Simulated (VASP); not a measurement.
A run of VASP 6.6.1 is set up as follows.

Contents of INCAR:

```
  ALGO = Normal
  EDIFF = 1E-6
  ENCUT = 520
  GGA = PE
  ISIF = 2
  ISMEAR = -1
  LASPH = T
  LCHARG = F
  LREAL = F
  LWAVE = F
  NBANDS = 28
  NELM = 100
  PREC = Accurate
  SIGMA = 0.08
```

The input KPOINTS:

```
k-points
0
Gamma
  9 9 5
```

The input POSCAR:

```
SnSe
1.0
    4.5827051161      0.0000000000      0.0000000000
   -2.2913525580      3.9687390486      0.0000000000
    0.0000000000      0.0000000000      5.5084176403
Sn Se
2 2
Direct
    0.3333333333      0.6666666667     -0.0619753997
    0.6666666667      0.3333333333      0.4380246003
    0.3333333333      0.6666666667      0.4379753997
    0.6666666667      0.3333333333      0.9379753997
```

Potentials or basis: VASP PAW PBE potentials, release 64 (Sn_d, Se).

The run is started by

```sh
$ cat potpaw_PBE.64/Sn_d/POTCAR potpaw_PBE.64/Se/POTCAR > POTCAR
$ mpirun -np 1 vasp_std > vasp.out
```

Predict the pressure.

22.4 GPa.

What does it give for the band gap on the k mesh?

Zero (band 20 reaches 7.41 eV, above the bottom of band 21 at 7.36 eV).

Caveat: spin-orbit coupling is left out, which moves the levels of the heavy elements.
